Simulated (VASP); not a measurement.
A run of VASP 6.6.1 is set up as follows.

The input POSCAR:

```
Al
1.0
    0.0000000000      1.9834708509      1.9834708509
    1.9834708509      0.0000000000      1.9834708509
    1.9834708509      1.9834708509      0.0000000000
Al
1
Direct
    0.0000000000      0.0000000000      0.0000000000
```

Contents of INCAR.step1:

```
SYSTEM = Al
ALGO     = Normal         ! electronic algorithm
EDIFF    = 1E-5           ! SCF threshold, eV
ENCUT    = 520            ! plane-wave cutoff, eV
GGA      = PE             ! functional
ISIF     = 2              ! what is computed and relaxed
ISMEAR   = -1             ! smearing method
LASPH    = .TRUE.         ! aspherical terms in the spheres
LREAL    = .FALSE.        ! projectors in reciprocal space
LWAVE    = .TRUE.         ! write WAVECAR
NBANDS   = 8              ! bands
NELM     = 80             ! most SCF steps
PREC     = Accurate       ! precision mode
SIGMA    = 0.05           ! smearing width, eV
```

Contents of INCAR.step2:

```
SYSTEM = Al
AEXX     = 0.25           ! exact-exchange fraction
ALGO     = Normal         ! electronic algorithm
EDIFF    = 1E-6           ! SCF threshold, eV
ENCUT    = 520            ! plane-wave cutoff, eV
GGA      = PE             ! functional
ISIF     = 2              ! what is computed and relaxed
ISMEAR   = -1             ! smearing method
ISTART   = 1            
LASPH    = .TRUE.         ! aspherical terms in the spheres
LCHARG   = .TRUE.         ! write CHGCAR
LELF     = .TRUE.         ! ELF
LHFCALC  = .TRUE.         ! exact exchange
LREAL    = .FALSE.        ! projectors in reciprocal space
LVHAR    = .TRUE.       
LWAVE    = .FALSE.        ! write WAVECAR
NBANDS   = 8              ! bands
NELM     = 80             ! most SCF steps
PREC     = Accurate       ! precision mode
PRECFOCK = Normal       
SIGMA    = 0.05           ! smearing width, eV
```

The input KPOINTS:

```
k-points
0
G
  6 6 6
  0 0 0
```

Potentials or basis: VASP PAW PBE potentials, release 64 (Al).

Launch:

```bash
$ cat potpaw_PBE.64/Al/POTCAR > POTCAR
$ cp INCAR.step1 INCAR
$ mpirun -np 1 vasp_std > vasp.out
$ cp INCAR.step2 INCAR
$ mpirun -np 1 vasp_std > vasp.out
```

Question: Predict the band gap on the k mesh.

Answer: Zero (an odd number of electrons rules out a gap without spin polarisation).

Question: Estimate the pressure.

Answer: 3.7 GPa.

Caveat: the k points lie up to 0.46 Å⁻¹ apart, too coarse for converged energies and pressures of a metal; the PAW data sets were made with another functional, which shifts forces and pressure a little.
